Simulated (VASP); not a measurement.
Si5Mo, 6 atoms in the cell. The typed cell holds 6 atoms: a = 5.771 Å, b = 5.771 Å, c = 3.832 Å, α = 90.00°, β = 90.00°, γ = 90.03°. The cell was built from a structure type or drawn by symmetry, and may not be a known phase.

| Property | Result |
| --- | --- |
| Program | VASP 6.6.1 |
| Task | single point |
| Functional | PBE |
| Potentials or basis | VASP PAW PBE potentials, release 64 (Si, Mo_sv) |
| Cutoff | 520 eV |
| k mesh | 4 × 4 × 4 |
| Occupations | gaussian, width 0.1 eV |
| Spin | no spin polarisation |
| Dipole correction | no |
| Further INCAR settings | ALGO = Normal; EDIFF = 1e-07; NBANDS = 26 |

Potentials or basis: VASP PAW PBE potentials, release 64 (Si, Mo_sv).

The run is started by

```sh
$ cat potpaw_PBE.64/Si/POTCAR potpaw_PBE.64/Mo_sv/POTCAR > POTCAR
$ mpirun -np 1 vasp_std > vasp.out
```

Hardware: 1 thread of Intel Xeon 8259CL, with other jobs on the host.

Problem. How long does it take, and how much memory?

Solution. Wall time 110 s on 1 thread of Intel Xeon 8259CL, on a shared host, peak memory 0.27 GiB. Counts: scf iterations 15, k points 21.
